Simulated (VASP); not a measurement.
Crystal: Ga4AsN3.

```xyz
8
Lattice="5.2231 0.0000 0.0000 0.0000 3.1985 0.0000 0.0000 0.0000 5.5399" Properties=species:S:1:pos:R:3 pbc="T T T"
N     0.0000    0.0000    1.8466
N     0.0000    1.5992    4.6166
N     2.6115    1.5992    0.9233
As    2.6115    0.0000    3.6933
Ga    1.9587    0.0000    1.8466
Ga    1.9587    1.5992    4.6166
Ga    4.5702    1.5992    0.9233
Ga    4.5702    0.0000    3.6933
```

- Program: VASP 6.6.1
- Task: relaxation of cell and atoms
- Functional: PBE
- Potentials or basis: VASP PAW PBE potentials, release 64 (N, As, Ga_d)
- Cutoff: 600 eV
- k mesh: 4 × 8 × 4
- Occupations: fermi-dirac, width 0.02 eV
- Spin: no spin polarisation

At the start: pressure 55.4 GPa; volume 11.57 Å³/atom.

Where does the relaxation end?

Over 36 steps the energy falls by 788.5 meV/atom and the volume is 14.33 Å³/atom (+23.8 %); space group Pm (No. 6, to 0.1 Å) before and after.

The path:
```
step  energy change (eV)  largest force (eV/Å)  pressure (GPa)  volume (Å³)
   1              0.0000               10.9291           55.41        92.55
   2             -2.0722                2.0744          -17.88       157.15
   3             -6.0980                0.9136           -3.84       119.30
   4             -6.1305                0.9109           -2.41       117.74
   5             -6.1417                0.9078           -0.74       116.10
   6             -6.1409                0.9102           -1.27       116.61
   7             -6.2398                0.4632           -0.66       115.70
   8             -6.2655                0.4948           -0.03       114.93
   9             -6.2919                0.2516            0.24       114.46
  10             -6.2924                0.2485            0.19       114.52
  11             -6.3003                0.1385           -0.07       114.73
  12             -6.3023                0.1680           -0.27       114.91
  13             -6.3061                0.0985            0.07       114.55
  14             -6.3066                0.0881            0.27       114.35
  15             -6.3074                0.0555           -0.11       114.70
  16             -6.3076                0.0434            0.01       114.61
  17             -6.3078                0.0220           -0.05       114.66
  18             -6.3078                0.0216           -0.05       114.66
  19             -6.3078                0.0123            0.04       114.59
  20             -6.3078                0.0114            0.02       114.59
  21             -6.3078                0.0118            0.03       114.59
  22             -6.3079                0.0100           -0.02       114.62
  23             -6.3079                0.0119           -0.02       114.63
  24             -6.3079                0.0161           -0.04       114.64
  25             -6.3079                0.0131           -0.01       114.63
  26             -6.3079                0.0108            0.00       114.61
  27             -6.3079                0.0131            0.02       114.59
  28             -6.3079                0.0118            0.00       114.60
  29             -6.3079                0.0122            0.02       114.60
  30             -6.3079                0.0068            0.00       114.61
  31             -6.3079                0.0052           -0.01       114.62
  32             -6.3079                0.0093           -0.02       114.63
  33             -6.3079                0.0050            0.00       114.62
  34             -6.3079                0.0074           -0.02       114.62
  35             -6.3079                0.0057            0.00       114.62
  36             -6.3079                0.0020            0.00       114.62
```

Final structure:
```
N As Ga
1.0
     5.61307    0.00000    0.02168
     0.00000    3.39832    0.00000
     0.02311    0.00000    6.00898
N As Ga
3 1 4
Direct
  0.99464 0.00000 0.31894
  0.00262 0.50000 0.84904
  0.49338 0.50000 0.16892
  0.51098 0.00000 0.65654
  0.35214 0.00000 0.29467
  0.35032 0.50000 0.87665
  0.86008 0.50000 0.16727
  0.93585 0.00000 0.66797
```

Caveat: the volume moved by over 15 % at a fixed basis, so the end points are rough.
